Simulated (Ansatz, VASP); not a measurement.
Given: the input of a run of Ansatz 0.2.0 on InAs.

The input input.yaml:

```yaml
crystal:
  lattice:
    - [0.0, 3.097379836, 3.097379836]
    - [3.097379836, 0.0, 3.097379836]
    - [3.097379836, 3.097379836, 0.0]
  atoms:
    - { symbol: In, position: [0.0, 0.0, 0.0], spin: 0.5 }
    - { symbol: As, position: [0.75, 0.75, 0.75] }
hamiltonian:
  xc: pbe
  pseudopotentials: { kind: paw, core: large }
magnetization:
  spin_polarized: true
kpoints:
  mp_grid: { grid: [8, 8, 8] }
scf:
  occupations: { method: gaussian, width: 0.01 }
output:
  forces: true
  stress: true
  eigenvalues: true
```

Potentials or basis: Ansatz PAW.

Launch:

```bash
$ ansatz run input.yaml --threads 1 --pin off --max-ram 2560MiB --backend cpu --events-out ev --progress --plain --runs-dir out
```

Problem. Translate it to VASP 6.6.1. Potentials there: VASP PAW PBE potentials, release 64 (In_d, As).

Solution. As run (the cutoff follows the program's own potentials):

The input INCAR:

```
SYSTEM = InAs
PREC = Accurate
ENCUT = 520
EDIFF = 1E-7
ISMEAR = 0
SIGMA = 0.01
LREAL = .FALSE.
LASPH = .TRUE.
NELM = 150
ALGO = Normal
ISIF = 2
LWAVE = .FALSE.
LCHARG = .FALSE.
ISPIN = 2
MAGMOM = 0.5 0
LORBIT = 11
GGA = PE
NBANDS = 20
```

File KPOINTS:

```
Automatic mesh
0
G
  8 8 8
  0 0 0
```

POSCAR

```
InAs
1.0
    0.0000000000      3.0973798360      3.0973798360
    3.0973798360      0.0000000000      3.0973798360
    3.0973798360      3.0973798360      0.0000000000
In As
1 1
Direct
    0.0000000000      0.0000000000      0.0000000000
    0.7500000000      0.7500000000      0.7500000000
```

Potentials or basis: VASP PAW PBE potentials, release 64 (In_d, As).

The run is started by

```console
$ cat potpaw_PBE.64/In_d/POTCAR potpaw_PBE.64/As/POTCAR > POTCAR
$ mpirun -np 1 vasp_std > vasp.out
```

Both were run:

|  | VASP | Ansatz | Ansatz less VASP |
| --- | --- | --- | --- |
| gap on the k mesh at the Fermi level (eV) | none | none | - |
| pressure (GPa) | -0.1 | -0.2 | -0.04 |
| net moment per atom (μB) | 0.00 | 0.00 | 0.000 |

A gap of «none» marks a metal or a gap that the smearing closes. VASP's potentials hold 18 valence electrons a cell and Ansatz's 28, so a difference there can come from the potentials and not from the codes.
